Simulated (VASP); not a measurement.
# CdTe (rocksalt type) (Fm-3m) in VASP: notebook

Runs on CdTe (rocksalt type). Level: LDA. Tasks: single point.

Program: VASP 6.6.1. These are calculated values, not measurements. Logs are shortened: lines on timing, memory, paths and dates and some standing lists are left out, and cuts for length are marked.

**1. The cell of the first run**

It takes space group Fm-3m (No. 225, cubic). Conventional cell: a = 4.860 Å, b = 4.860 Å, c = 4.860 Å, α = 90.00°, β = 90.00°, γ = 90.00°. Cd (site symmetry m-3m) has 6 Te at 2.43 Å within 3.2 Å. Te (site symmetry m-3m) has 6 Cd at 2.43 Å within 3.2 Å.

**2. Single point, LDA (14.34 Å³/atom)**

Input file INCAR:

```
SYSTEM = CdTe
PREC     = Accurate       ! precision mode
ENCUT    = 520            ! plane-wave cutoff, eV
EDIFF    = 1E-6           ! SCF threshold, eV
ISMEAR   = -1             ! smearing method
SIGMA    = 0.05           ! smearing width, eV
LREAL    = .FALSE.        ! projectors in reciprocal space
LASPH    = .TRUE.         ! aspherical terms in the spheres
NELM     = 80             ! most SCF steps
ALGO     = Normal         ! electronic algorithm
ISIF     = 2              ! what is computed and relaxed
LWAVE    = .FALSE.        ! write WAVECAR
LCHARG   = .FALSE.        ! write CHGCAR
GGA      = CA             ! functional
NBANDS   = 16             ! bands
```

Input file KPOINTS:

```
Automatic mesh
0
G
  13 13 13
  0 0 0
```

Input file POSCAR:

```
CdTe
1.0
    0.0000000000      2.4297618920      2.4297618920
    2.4297618920      0.0000000000      2.4297618920
    2.4297618920      2.4297618920      0.0000000000
Cd Te
1 1
Direct
    0.0000000000      0.0000000000      0.0000000000
    0.5000000000      0.5000000000      0.5000000000
```

Potentials or basis: VASP PAW LDA potentials, release 64 (Cd, Te).

Launch:

```bash
$ cat potpaw_LDA.64/Cd/POTCAR potpaw_LDA.64/Te/POTCAR > POTCAR
$ mpirun -np 1 vasp_std > vasp.out
```

OUTCAR:

```text
SYSTEM = CdTe
   PREC = Accurate
   ENCUT = 520
   EDIFF = 1E-6
   ISMEAR = -1
   LREAL = .FALSE.
   LASPH = .TRUE.
   NELM = 80
   ISIF = 2
   GGA = CA

 ion  position               nearest neighbor table
   1  0.000  0.000  0.000-   2 2.43   2 2.43   2 2.43   2 2.43   2 2.43   2 2.43
   2  0.500  0.500  0.500-   1 2.43   1 2.43   1 2.43   1 2.43   1 2.43   1 2.43

  LATTYP: Found a face centered cubic cell.
 ALAT       =     4.8595237840

  Lattice vectors:

 A1 = (   0.0000000000,   2.4297618920,   2.4297618920)
 A2 = (   2.4297618920,   0.0000000000,   2.4297618920)
 A3 = (   2.4297618920,   2.4297618920,   0.0000000000)

Analysis of symmetry for initial positions (statically):
=====================================================================
 Subroutine PRICEL returns:
 Original cell was already a primitive cell.

 Routine SETGRP: Setting up the symmetry group for a
 face centered cubic supercell.

 Subroutine GETGRP returns: Found 48 space group operations
 (whereof 48 operations were pure point group operations)
 out of a pool of 48 trial point group operations.

The static configuration has the point symmetry O_h .

Analysis of symmetry for dynamics (positions and initial velocities):
=====================================================================
 Subroutine PRICEL returns:
 Original cell was already a primitive cell.

 Routine SETGRP: Setting up the symmetry group for a
 face centered cubic supercell.

 Subroutine GETGRP returns: Found 48 space group operations
 (whereof 48 operations were pure point group operations)
 out of a pool of 48 trial point group operations.

The dynamic configuration has the point symmetry O_h .

 Subroutine INISYM returns: Found 48 space group operations
 (whereof 48 operations are pure point group operations),
 and found     1 'primitive' translations

----------------------------------------------------------------------------------------

                                     Primitive cell

  volume of cell :      28.6894

  direct lattice vectors                    reciprocal lattice vectors
     0.000000000  2.429761892  2.429761892    -0.205781481  0.205781481  0.205781481
     2.429761892  0.000000000  2.429761892     0.205781481 -0.205781481  0.205781481
     2.429761892  2.429761892  0.000000000     0.205781481  0.205781481 -0.205781481

  length of vectors
[... 74 lines left out ...]
   ISTART =      0    job   : 0-new  1-cont  2-samecut
   ICHARG =      2    charge: 1-file 2-atom 10-const
   ISPIN  =      1    spin polarized calculation?
   LNONCOLLINEAR =      F non collinear calculations
   LSORBIT =      F    spin-orbit coupling
   LASPH  =      T    aspherical Exc in radial PAW
   ENCUT  =  520.0 eV  38.22 Ry    6.18 a.u.   6.39  6.39  6.39*2*pi/ulx,y,z
   NELM   =     80;   NELMIN=  2; NELMDL= -5     # of ELM steps
   EDIFF  = 0.1E-05   stopping-criterion for ELM
   LREAL  =      F    real-space projection
   EDIFFG = 0.1E-04   stopping-criterion for IOM
   NSW    =      0    number of steps for IOM
   IBRION =     -1    ionic relax: 0-MD 1-quasi-New 2-CG
   NFREE  =      0    steps in history (QN), initial steepest desc. (CG)
   ISIF   =      2    stress and relaxation
   ISYM   =      2    0-nonsym 1-usesym 2-fastsym
   POTIM  = 0.5000    time-step for ionic-motion
   TEBEG  =    0.0;   TEEND  =   0.0 temperature during run
   PSTRESS=    0.0 pullay stress
   NELECT =      18.0000    total number of electrons
   NUPDOWN=      -1.0000    fix difference up-down
   EMIN   =  10.00;   EMAX   =-10.00  energy-range for DOS
   EFERMI =   0.00;   METHOD = LEGACY
   ISMEAR =    -1;   SIGMA  =   0.05  broadening in eV -4-tet -1-fermi 0-gaus
   EFERMI_NEDOS =   21; number of points for ismear=-14 and -15
   IALGO  =     38    algorithm
   IMIX   =      4    mixing-type and parameters
     AMIX     =   0.40;   BMIX     =  1.00
     AMIX_MAG =   1.60;   BMIX_MAG =  1.00
  volume/ion in A,a.u.               =      14.34        96.80
  Fermi-wavevector in a.u.,A,eV,Ry     =   1.401496  2.648444 26.724452  1.964192
  Thomas-Fermi vector in A             =   2.524352
   LORBIT       =      0    0 simple, 1 ext, 2 COOP (PROOUT), +10 PAW based schemes
   GGA     = CA    functional components
   LHFCALC =     F    Hartree Fock is set to
   AEXX    =    0.0000 exact exchange contribution
   IVDW    =     0    specifies the selected vdW correction
   LEPSILON=     F    determine dielectric tensor
   LRPA    =     F    only Hartree local field effects (RPA)
 non-spin polarized calculation
  energy-cutoff  :      520.00
  volume of cell :       28.69
 maximum number of plane-waves:       787
 NGX is ok and might be reduce to    28
   NGX = 13   NGY = 13   NGZ = 13

 number of electron      18.0000002 magnetization

 Free energy of the ion-electron system (eV)
  ---------------------------------------------------
  ext. energy  EPLUGINS =         0.00000000
  ---------------------------------------------------
  free energy    TOTEN  =         0.98268350 eV

  energy without entropy =        0.98518229  energy(sigma->0) =        0.98393289

 E-fermi :  14.3469     XC(G=0): -13.4659

 val. band max:       14.2465409661   @ k =  -0.2308   0.2308   0.0000
 cond. band min:      14.3725781749   @ k =   0.4615   0.3077   0.0000
 fundamental gap:      0.1260372088
 Fermi energy:        14.3469467999

 k-point     1 :       0.0000    0.0000    0.0000
  band No.  band energies     occupation
      1      -4.5485      2.00000
      2       2.1150      2.00000
      3       2.1150      2.00000
      4       2.1150      2.00000
      5       2.1535      2.00000
      6       2.1535      2.00000
[... 433 lines left out ...]
      3       1.4828      2.00000
      4       1.6380      2.00000
      5       2.6440      2.00000
      6       2.6931      2.00000
[... 8 lines left out ...]
     15      27.5578      0.00000
     16      28.9273      0.00000

 [... further k-points ...]
[... 5 lines left out ...]
  --------------------------------------------------------------------------------------
  -------------------------------------------------------------------------------------
  Total       29.5820471     29.5820471     29.5820471     -0.0000000      0.0000000     -0.0000000
  in kB     1652.0289793   1652.0289793   1652.0289793     -0.0000000      0.0000000     -0.0000000
  external PRESSURE =    1652.0289793 kB  Pullay stress =       0.0000000 kB

 VOLUME and BASIS-vectors are now :
 -----------------------------------------------------------------------------
  energy-cutoff  :      520.00
  volume of cell :       28.69
      direct lattice vectors                 reciprocal lattice vectors
     0.000000000  2.429761892  2.429761892    -0.205781481  0.205781481  0.205781481
     2.429761892  0.000000000  2.429761892     0.205781481 -0.205781481  0.205781481
     2.429761892  2.429761892  0.000000000     0.205781481  0.205781481 -0.205781481

 POSITION                                       TOTAL-FORCE (eV/Angst)
 -----------------------------------------------------------------------------------
      0.00000      0.00000      0.00000         0.000000      0.000000      0.000000
      2.42976      2.42976      2.42976         0.000000      0.000000      0.000000
 -----------------------------------------------------------------------------------
    total drift:                               -0.000000      0.000000      0.000000

  FREE ENERGIE OF THE ION-ELECTRON SYSTEM (eV)
  ---------------------------------------------------
  free  energy   TOTEN  =         0.9826834969 eV

  energy  without entropy=        0.9851822862  energy(sigma->0) =        0.98393289
```

stdout:

```text
POSCAR found type information on POSCAR CdTe
 POSCAR found :  2 types and       2 ions
 scaLAPACK will be used
 LDA part: xc-table for (Slater(with rela. corr.)+CA(PZ))
 , standard interpolation
 POSCAR, INCAR and KPOINTS ok, starting setup
 FFT: planning ... GRIDC
 FFT: planning ... GRID_SOFT
 FFT: planning ... GRID
 WAVECAR not read
 entering main loop
```

It took 32 s on 1 thread of Intel Xeon 8259CL, shared host; peak memory 0.17 GiB.

What came out:

* Free energy: 0.9827 eV
* Pressure: 165.2 GPa
* Band gap on the k mesh: zero (bands 9 and 10 overlap by 2.13 eV)

Caveat: the cell stands under pressure; spin-orbit coupling is left out, which moves the levels of the heavy elements.

**3. Single point, LDA (14.34 Å³/atom)**

Input file INCAR:

```
PREC = Accurate
ENCUT = 520
EDIFF = 1E-6
ISMEAR = -1
SIGMA = 0.05
LREAL = F
LASPH = T
NELM = 80
ALGO = Normal
ISIF = 2
LWAVE = F
LCHARG = T
LELF = T
LVHAR = T
NBANDS = 16
```

Input file KPOINTS:

```
regular mesh
0
Gamma
  13 13 13
```

POSCAR is that of step 2.

Potentials or basis: VASP PAW LDA potentials, release 64 (Cd, Te).

Launch:

```bash
$ cat potpaw_LDA.64/Cd/POTCAR potpaw_LDA.64/Te/POTCAR > POTCAR
$ mpirun -np 1 vasp_std > vasp.out
```

OUTCAR:

```text
PREC = Accurate
   ENCUT = 520
   EDIFF = 1E-6
   ISMEAR = -1
   LREAL = F
   LASPH = T
   NELM = 80
   ISIF = 2

 ion  position               nearest neighbor table
   1  0.000  0.000  0.000-   2 2.43   2 2.43   2 2.43   2 2.43   2 2.43   2 2.43
   2  0.500  0.500  0.500-   1 2.43   1 2.43   1 2.43   1 2.43   1 2.43   1 2.43

  LATTYP: Found a face centered cubic cell.
 ALAT       =     4.8595237840

  Lattice vectors:

 A1 = (   0.0000000000,   2.4297618920,   2.4297618920)
 A2 = (   2.4297618920,   0.0000000000,   2.4297618920)
 A3 = (   2.4297618920,   2.4297618920,   0.0000000000)

Analysis of symmetry for initial positions (statically):
=====================================================================
 Subroutine PRICEL returns:
 Original cell was already a primitive cell.

 Routine SETGRP: Setting up the symmetry group for a
 face centered cubic supercell.

 Subroutine GETGRP returns: Found 48 space group operations
 (whereof 48 operations were pure point group operations)
 out of a pool of 48 trial point group operations.

The static configuration has the point symmetry O_h .

Analysis of symmetry for dynamics (positions and initial velocities):
[... 154 lines left out ...]
  ---------------------------------------------------
  free energy    TOTEN  =         0.98268350 eV

  energy without entropy =        0.98518229  energy(sigma->0) =        0.98393289

 E-fermi :  14.3469     XC(G=0): -13.4659

 val. band max:       14.2465409661   @ k =  -0.2308   0.2308   0.0000
 cond. band min:      14.3725781749   @ k =   0.4615   0.3077   0.0000
 fundamental gap:      0.1260372088
 Fermi energy:        14.3469467999

 k-point     1 :       0.0000    0.0000    0.0000
  band No.  band energies     occupation
      1      -4.5485      2.00000
      2       2.1150      2.00000
      3       2.1150      2.00000
      4       2.1150      2.00000
      5       2.1535      2.00000
      6       2.1535      2.00000
[... 433 lines left out ...]
      3       1.4828      2.00000
      4       1.6380      2.00000
      5       2.6440      2.00000
      6       2.6931      2.00000
[... 8 lines left out ...]
     15      27.5578      0.00000
     16      28.9273      0.00000

 [... further k-points ...]
[... 5 lines left out ...]
  --------------------------------------------------------------------------------------
  -------------------------------------------------------------------------------------
  Total       29.5820471     29.5820471     29.5820471     -0.0000000      0.0000000     -0.0000000
  in kB     1652.0289793   1652.0289793   1652.0289793     -0.0000000      0.0000000     -0.0000000
  external PRESSURE =    1652.0289793 kB  Pullay stress =       0.0000000 kB

 VOLUME and BASIS-vectors are now :
 -----------------------------------------------------------------------------
  energy-cutoff  :      520.00
  volume of cell :       28.69
      direct lattice vectors                 reciprocal lattice vectors
     0.000000000  2.429761892  2.429761892    -0.205781481  0.205781481  0.205781481
     2.429761892  0.000000000  2.429761892     0.205781481 -0.205781481  0.205781481
     2.429761892  2.429761892  0.000000000     0.205781481  0.205781481 -0.205781481

 POSITION                                       TOTAL-FORCE (eV/Angst)
 -----------------------------------------------------------------------------------
      0.00000      0.00000      0.00000         0.000000      0.000000      0.000000
      2.42976      2.42976      2.42976         0.000000      0.000000      0.000000
 -----------------------------------------------------------------------------------
    total drift:                               -0.000000      0.000000      0.000000

  FREE ENERGIE OF THE ION-ELECTRON SYSTEM (eV)
  ---------------------------------------------------
  free  energy   TOTEN  =         0.9826834969 eV

  energy  without entropy=        0.9851822862  energy(sigma->0) =        0.98393289
```

Wall time 36 s (1 thread of Intel Xeon 8259CL, shared host); peak memory 0.17 GiB.

What came out:

```
Free energy            : 0.9827 eV
Pressure               : 165.2 GPa
Band gap on the k mesh : zero (bands 9 and 10 overlap by 2.13 eV)
```

Levels at points of the mesh, in eV from the Fermi level:
```tsv
k point	band 6	band 7	band 8	band 9	band 10	band 11	band 12	band 13
(0.00, 0.00, 0.00)	-12.19	-1.61	-1.61	-1.61	5.02	6.00	7.18	7.18
```

Caveat: the cell stands under pressure; spin-orbit coupling is left out, which moves the levels of the heavy elements.

(Part 1 of 2 ends here.)
